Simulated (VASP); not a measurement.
BP:

```
CELL_PARAMETERS angstrom
0.00000 2.26900 2.26900
2.26900 0.00000 2.26900
2.26900 2.26900 0.00000
ATOMIC_POSITIONS crystal
P 0.75000 0.75000 0.75000
B 0.00000 0.00000 0.00000
```

| Property | Result |
| --- | --- |
| Program | VASP 6.6.1 |
| Task | relaxation of cell and atoms |
| Functional | LDA |
| Potentials or basis | VASP PAW LDA potentials, release 64 (P, B) |
| Cutoff | 600 eV |
| k mesh | 10 × 10 × 10 |
| Occupations | fermi-dirac, width 0.05 eV |
| Spin | no spin polarisation |

At the start: pressure -5.3 GPa; volume 11.68 Å³/atom.

Problem. How do energy, volume and symmetry change on relaxing?

Solution. Over 3 steps the energy falls by 6.3 meV/atom and the volume is 11.31 Å³/atom (-3.2 %); space group F-43m (No. 216, to 0.05 Å).

The path:
```tsv
step	energy change (eV)	largest force (eV/Å)	pressure (GPa)	volume (Å³)
1	0.0000	0.0000	-5.32	23.36
2	-0.0050	0.0000	4.50	22.08
3	-0.0126	0.0000	-0.02	22.63
```

Final structure:
```
P B
1.0
     0.00000    2.24487    2.24487
     2.24487    0.00000    2.24487
     2.24487    2.24487    0.00000
P B
1 1
Direct
  0.75000 0.75000 0.75000
  0.00000 0.00000 0.00000
```
